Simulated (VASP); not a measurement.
BP:

```
CELL_PARAMETERS angstrom
0.00000 2.37856 2.37856
2.37856 0.00000 2.37856
2.37856 2.37856 0.00000
ATOMIC_POSITIONS crystal
B 0.00000 0.00000 0.00000
P 0.25000 0.25000 0.25000
```

This cell differs from its parent crystal: strain +4.9%.

Base run:

```yaml
Program: VASP 6.6.1
Functional: HSE06
Potentials_or_basis: VASP PAW PBE potentials, release 64 (B, P)
Cutoff: 520 eV
k_mesh: 6 × 6 × 6
Occupations: gaussian, width 0.01 eV
Spin: no spin polarisation
```

Its results: band gap on the k mesh 2.25 eV, indirect (least direct gap 4.15 eV); pressure -20.1 GPa.

Q: The run is repeated on the same cell with these changes: functional from HSE06 to r2SCAN; k mesh from 6 × 6 × 6 to 10 × 10 × 10. What comes out?

A: Band gap on the k mesh 1.62 eV, indirect (least direct gap 3.46 eV); pressure -18.8 GPa.

Several settings changed at once, so the effect can't be laid on one alone.

Caveats: the PAW data sets were made with another functional, which shifts forces and pressure a little.

A k mesh can miss the band edges.
